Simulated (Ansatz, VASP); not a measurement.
## Na3BiAu: VASP beside Ansatz

```xyz
5
Lattice="5.4815 0.0000 0.0000 0.0000 5.4815 0.0000 0.0000 0.0000 5.4815" Properties=species:S:1:pos:R:3 pbc="T T T"
Na    2.7408    0.0000    0.0000
Na    0.0000    2.7408    0.0000
Na    0.0000    0.0000    2.7408
Bi    2.7408    2.7408    2.7408
Au    0.0000    0.0000    0.0000
```

Alike in both runs: functional PBE; k mesh 8 × 8 × 8; occupations gaussian, width 0.1 eV; no spin polarisation.

Ansatz relaxed the structure, and its values are those at the end. VASP's run is a single point on that final structure, the one shown.

```csv
,VASP,Ansatz
version,VASP 6.6.1,Ansatz 0.2.0
potentials or method,"VASP PAW PBE potentials, release 64 (Na_pv, Bi_d, Au), cutoff 520 eV","scalar-relativistic, plane waves, PAW"
valence electrons in the cell,47,61
```

```csv
,VASP,Ansatz,Ansatz less VASP
gap on the k mesh at the Fermi level (eV),none,none,-
pressure (GPa),0.0,0.0,+0.01
```

A gap of «none» marks a metal or a gap that the smearing closes. VASP's potentials hold 47 valence electrons a cell and Ansatz's 61, so a difference there can come from the potentials and not from the codes.

Spin-orbit coupling is off throughout.
